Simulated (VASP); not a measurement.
# Sb (C2/c) in VASP: single point with PBE

Aim: the single point of Sb with PBE.

All numbers are computed with VASP 6.6.1; they aren't measurements. Logs are shortened: lines on timing, memory, paths and dates and some standing lists are left out, and cuts for length are marked.

**1. The cell of the first run**

The typed cell holds 2 atoms: a = 4.561 Å, b = 4.561 Å, c = 4.586 Å, α = 97.09°, β = 97.09°, γ = 138.68°.

**2. Single point, PBE**

The input, INCAR:

```
  PREC = Accurate
  ENCUT = 520
  EDIFF = 1E-6
  ISMEAR = -1
  SIGMA = 0.1
  LREAL = False
  LASPH = True
  NELM = 100
  ALGO = Normal
  ISIF = 2
  LWAVE = False
  LCHARG = False
  GGA = PE
  NBANDS = 12
```

The input, KPOINTS:

```
Automatic mesh
0
Gamma
  18 18 12
```

The input, POSCAR:

```
Sb
1.0
   -3.0167528111      3.0182836703      1.6091992444
    3.0182836703     -3.0167528111      1.6091992444
    3.0372038295      3.0372038295     -1.6063954729
Sb
2
Direct
    0.9999819464      0.0000180536      1.0000000000
    0.7500180536      0.2499819464      0.5000000000
```

Potentials or basis: VASP PAW PBE potentials, release 64 (Sb).

Started as:

```bash
> cat potpaw_PBE.64/Sb/POTCAR > POTCAR
> mpirun -np 1 vasp_std > vasp.out
```

OUTCAR:

```text
PREC = Accurate
   ENCUT = 520
   EDIFF = 1E-6
   ISMEAR = -1
   LREAL = False
   LASPH = True
   NELM = 100
   ISIF = 2
   GGA = PE

 ion  position               nearest neighbor table
   1  1.000  0.000  0.000-   2 3.13   2 3.13   2 3.13   2 3.13
   2  0.750  0.250  0.500-   1 3.13   1 3.13   1 3.13   1 3.13

  LATTYP: Found a base centered monoclinic cell.
 ALAT       =     3.2183992170
 B/A-ratio  =     2.6518868127
 C/A-ratio  =     1.4248752329
 COS(beta)  =    -0.3496662969

  Lattice vectors:

 A1 = (  -3.0167528111,   3.0182836703,   1.6091992444)
 A2 = (   3.0182836703,  -3.0167528111,   1.6091992444)
 A3 = (   3.0372038295,   3.0372038295,  -1.6063954729)

Analysis of symmetry for initial positions (statically):
=====================================================================
 Subroutine PRICEL returns:
 Original cell was already a primitive cell.

 Routine SETGRP: Setting up the symmetry group for a
 base centered monoclinic supercell.

 Subroutine GETGRP returns: Found  4 space group operations
 (whereof  2 operations were pure point group operations)
 out of a pool of  4 trial point group operations.

The static configuration has the point symmetry C_2 .
 The point group associated with its full space group is C_2h.

Analysis of symmetry for dynamics (positions and initial velocities):
=====================================================================
 Subroutine PRICEL returns:
 Original cell was already a primitive cell.

 Routine SETGRP: Setting up the symmetry group for a
 base centered monoclinic supercell.

 Subroutine GETGRP returns: Found  4 space group operations
 (whereof  2 operations were pure point group operations)
 out of a pool of  4 trial point group operations.

The dynamic configuration has the point symmetry C_2 .
 The point group associated with its full space group is C_2h.

 Subroutine INISYM returns: Found  4 space group operations
 (whereof  2 operations are pure point group operations),
 and found     1 'primitive' translations

----------------------------------------------------------------------------------------

                                     Primitive cell

  volume of cell :      59.0069

  direct lattice vectors                    reciprocal lattice vectors
    -3.016752811  3.018283670  1.609199244    -0.000701071  0.164998010  0.310635395
     3.018283670 -3.016752811  1.609199244     0.164998010 -0.000701071  0.310635395
     3.037203830  3.037203830 -1.606395473     0.164583699  0.164583699 -0.000156571

  length of vectors
     4.560740734  4.560740734  4.585817334     0.351737378  0.351737378  0.232756553

  position of ions in fractional coordinates (direct lattice)
     0.999981946  0.000018054  0.000000000
     0.750018054  0.249981946  0.500000000

  ion indices of the primitive-cell ions
   primitive index   ion index
                 1           1
                 2           2

----------------------------------------------------------------------------------------

 KPOINTS: Automatic mesh

Automatic generation of k-mesh.
 Grid dimensions read from file:
 generate k-points for:   18   18   12

 Generating k-lattice:

  Cartesian coordinates                     Fractional coordinates (reciprocal lattice)
    -0.000038948  0.009166556  0.017257522     0.055555556  0.000000000  0.000000000
     0.009166556 -0.000038948  0.017257522     0.000000000  0.055555556  0.000000000
     0.013715308  0.013715308 -0.000013048     0.000000000  0.000000000  0.083333333

  Length of vectors
     0.019540965  0.019540965  0.019396379

  Shift w.r.t. Gamma in fractional coordinates (k-lattice)
     0.000000000  0.000000000  0.000000000

 Subroutine IBZKPT returns following result:
 ===========================================

 Found   1037 irreducible k-points:

 Following reciprocal coordinates:
            Coordinates               Weight
  0.000000  0.000000  0.000000      1.000000
  0.055556  0.000000  0.000000      4.000000
  0.111111  0.000000  0.000000      4.000000
  0.166667 -0.000000  0.000000      4.000000
  0.222222 -0.000000  0.000000      4.000000
  0.277778 -0.000000  0.000000      4.000000
[... 16 lines left out ...]
 -0.277778  0.055556  0.000000      4.000000
 -0.222222  0.055556  0.000000      4.000000
 [... further k-points ...]
   k-points           NKPTS =   1037   k-points in BZ     NKDIM =   1037   number of bands    NBANDS=     12
   number of dos      NEDOS =    301   number of ions     NIONS =      2
   total plane-waves  NPLWV =  46656
   dimension x,y,z NGX =    36 NGY =   36 NGZ =   36
   dimension x,y,z NGXF=    72 NGYF=   72 NGZF=   72
   ions per type =               2
   NGX,Y,Z   is equivalent  to a cutoff of  13.12, 13.12, 13.05 a.u.
   NGXF,Y,Z  is equivalent  to a cutoff of  26.25, 26.25, 26.10 a.u.
 SYSTEM =  unknown system
   PREC   = accura    normal or accurate (medium, high low for compatibility)
   ISTART =      0    job   : 0-new  1-cont  2-samecut
   ICHARG =      2    charge: 1-file 2-atom 10-const
   ISPIN  =      1    spin polarized calculation?
   LNONCOLLINEAR =      F non collinear calculations
   LSORBIT =      F    spin-orbit coupling
   LASPH  =      T    aspherical Exc in radial PAW
   ENCUT  =  520.0 eV  38.22 Ry    6.18 a.u.   8.48  8.48  8.53*2*pi/ulx,y,z
   NELM   =    100;   NELMIN=  2; NELMDL= -5     # of ELM steps
   EDIFF  = 0.1E-05   stopping-criterion for ELM
   LREAL  =      F    real-space projection
   EDIFFG = 0.1E-04   stopping-criterion for IOM
   NSW    =      0    number of steps for IOM
   IBRION =     -1    ionic relax: 0-MD 1-quasi-New 2-CG
   NFREE  =      0    steps in history (QN), initial steepest desc. (CG)
   ISIF   =      2    stress and relaxation
   ISYM   =      2    0-nonsym 1-usesym 2-fastsym
   POTIM  = 0.5000    time-step for ionic-motion
   TEBEG  =    0.0;   TEEND  =   0.0 temperature during run
   PSTRESS=    0.0 pullay stress
   NELECT =      10.0000    total number of electrons
   NUPDOWN=      -1.0000    fix difference up-down
   EMIN   =  10.00;   EMAX   =-10.00  energy-range for DOS
   EFERMI =   0.00;   METHOD = LEGACY
   ISMEAR =    -1;   SIGMA  =   0.10  broadening in eV -4-tet -1-fermi 0-gaus
   EFERMI_NEDOS =   21; number of points for ismear=-14 and -15
   IALGO  =     38    algorithm
   IMIX   =      4    mixing-type and parameters
     AMIX     =   0.40;   BMIX     =  1.00
     AMIX_MAG =   1.60;   BMIX_MAG =  1.00
  volume/ion in A,a.u.               =      29.50       199.10
  Fermi-wavevector in a.u.,A,eV,Ry     =   0.905956  1.712009 11.167072  0.820757
  Thomas-Fermi vector in A             =   2.029586
   LORBIT       =      0    0 simple, 1 ext, 2 COOP (PROOUT), +10 PAW based schemes
   GGA     = PE    functional components
   LHFCALC =     F    Hartree Fock is set to
   AEXX    =    0.0000 exact exchange contribution
   IVDW    =     0    specifies the selected vdW correction
   LEPSILON=     F    determine dielectric tensor
   LRPA    =     F    only Hartree local field effects (RPA)
 non-spin polarized calculation
  energy-cutoff  :      520.00
  volume of cell :       59.01
 maximum number of plane-waves:      1612
 NGX is ok and might be reduce to    36
   NGX = 17   NGY = 17   NGZ = 17

 number of electron      10.0000001 magnetization

 Free energy of the ion-electron system (eV)
  ---------------------------------------------------
  ext. energy  EPLUGINS =         0.00000000
  ---------------------------------------------------
  free energy    TOTEN  =        -8.05811734 eV

  energy without entropy =       -8.02284929  energy(sigma->0) =       -8.04048331

 E-fermi :   7.3515     XC(G=0):  -9.7359

 val. band max:        7.3482187658   @ k =  -0.2778   0.4444   0.1667
 cond. band min:       7.3564732999   @ k =   0.3889   0.3889   0.0000
 fundamental gap:      0.0082545341
 Fermi energy:         7.3515267091

 k-point     1 :       0.0000    0.0000    0.0000
  band No.  band energies     occupation
      1      -5.0578      2.00000
      2       0.3285      2.00000
      3       3.9552      2.00000
      4       4.0357      2.00000
      5       9.6039      0.00000
      6      10.8576      0.00000
      7      10.8898      0.00000
      8      11.6180      0.00000
      9      11.7323      0.00000
     10      14.9320      0.00000
     11      15.6230      0.00000
     12      16.3264      0.00000

 k-point     2 :       0.0556    0.0000    0.0000
  band No.  band energies     occupation
      1      -5.0030      2.00000
      2       0.3154      2.00000
      3       3.9932      2.00000
      4       4.1236      2.00000
      5       9.6949      0.00000
      6      10.6452      0.00000
      7      10.8855      0.00000
      8      11.2367      0.00000
      9      11.2488      0.00000
     10      14.9758      0.00000
     11      15.7491      0.00000
     12      16.4738      0.00000

 k-point     3 :       0.1111    0.0000    0.0000
  band No.  band energies     occupation
      1      -4.8388      2.00000
      2       0.2877      2.00000
      3       4.0377      2.00000
      4       4.4435      2.00000
      5       9.8145      0.00000
      6       9.9600      0.00000
      7      10.2052      0.00000
      8      10.6096      0.00000
      9      10.8996      0.00000
     10      14.9286      0.00000
     11      15.4053      0.00000
     12      15.5350      0.00000
[... 286 lines left out ...]
 k-point    23 :      -0.2778    0.0556    0.0000
  band No.  band energies     occupation
      1      -4.0751      2.00000
      2      -0.0078      2.00000
      3       4.0939      2.00000
      4       5.9330      2.00000
      5       6.9318      1.97039
      6       8.0382      0.00208
      7       9.1662      0.00000
      8      10.5256      0.00000
      9      11.5416      0.00000
     10      13.8726      0.00000
     11      14.1662      0.00000
     12      16.3109      0.00000

 k-point    24 :      -0.2222    0.0556    0.0000
  band No.  band energies     occupation
      1      -4.4729      2.00000
      2      -0.0061      2.00000
      3       4.0119      2.00000
      4       5.3191      2.00000
      5       8.2333      0.00030
      6       9.0615      0.00000
      7       9.6933      0.00000
      8      10.6149      0.00000
      9      10.9850      0.00000
     10      14.4486      0.00000
     11      14.6217      0.00000
     12      16.0106      0.00000

 [... further k-points ...]
[... 5 lines left out ...]
  --------------------------------------------------------------------------------------
  -------------------------------------------------------------------------------------
  Total        0.0489732      0.0489732     -0.1117047     -0.0138160      0.0024524      0.0024525
  in kB        1.3297379      1.3297379     -3.0330478     -0.3751369      0.0665898      0.0665900
  external PRESSURE =      -0.1245240 kB  Pullay stress =       0.0000000 kB

 VOLUME and BASIS-vectors are now :
 -----------------------------------------------------------------------------
  energy-cutoff  :      520.00
  volume of cell :       59.01
      direct lattice vectors                 reciprocal lattice vectors
    -3.016752811  3.018283670  1.609199244    -0.000701071  0.164998010  0.310635395
     3.018283670 -3.016752811  1.609199244     0.164998010 -0.000701071  0.310635395
     3.037203830  3.037203830 -1.606395473     0.164583699  0.164583699 -0.000156571

 POSITION                                       TOTAL-FORCE (eV/Angst)
 -----------------------------------------------------------------------------------
     -3.01664      3.01817      1.60920         0.001128     -0.001128      0.000000
      0.01050      3.02824      0.80600        -0.001128      0.001128     -0.000000
 -----------------------------------------------------------------------------------
    total drift:                               -0.000000      0.000000     -0.000000

  FREE ENERGIE OF THE ION-ELECTRON SYSTEM (eV)
  ---------------------------------------------------
  free  energy   TOTEN  =        -8.0581173380 eV

  energy  without entropy=       -8.0228492915  energy(sigma->0) =       -8.04048331
```

It took 4.6 min on 1 thread of Intel Xeon 6975P-C (Granite Rapids), shared host; peak memory 0.7 GiB.

Results:

| Item | Value |
| --- | --- |
| Free energy | -8.0581 eV |
| Pressure | 0.0 GPa |
| Band gap on the k mesh | zero (bands 5 and 6 overlap by 5.56 eV) |

Levels at points of the mesh, in eV from the Fermi level:
| k point | band 2 | band 3 | band 4 | band 5 | band 6 | band 7 | band 8 | band 9 |
| --- | --- | --- | --- | --- | --- | --- | --- | --- |
| (0.00, 0.00, 0.00) | -7.02 | -3.40 | -3.32 | 2.25 | 3.51 | 3.54 | 4.27 | 4.38 |
| (0.50, 0.00, 0.00) | -7.35 | -4.26 | -3.14 | -2.48 | 0.70 | 1.19 | 2.05 | 5.59 |
| (0.50, 0.50, 0.00) | -10.53 | -1.21 | -1.21 | -0.67 | -0.67 | 3.97 | 3.99 | 7.80 |
| (0.00, 0.00, 0.50) | -10.55 | -1.16 | -1.16 | -0.59 | -0.59 | 4.00 | 4.00 | 7.82 |
| (0.50, 0.00, 0.50) | -7.35 | -4.26 | -3.14 | -2.49 | 0.68 | 1.18 | 2.06 | 5.59 |
| (0.50, 0.50, 0.50) | -9.81 | -5.56 | -5.56 | 3.28 | 3.28 | 5.68 | 5.68 | 9.96 |

Caveat: spin-orbit coupling is left out, which moves the levels of the heavy elements.
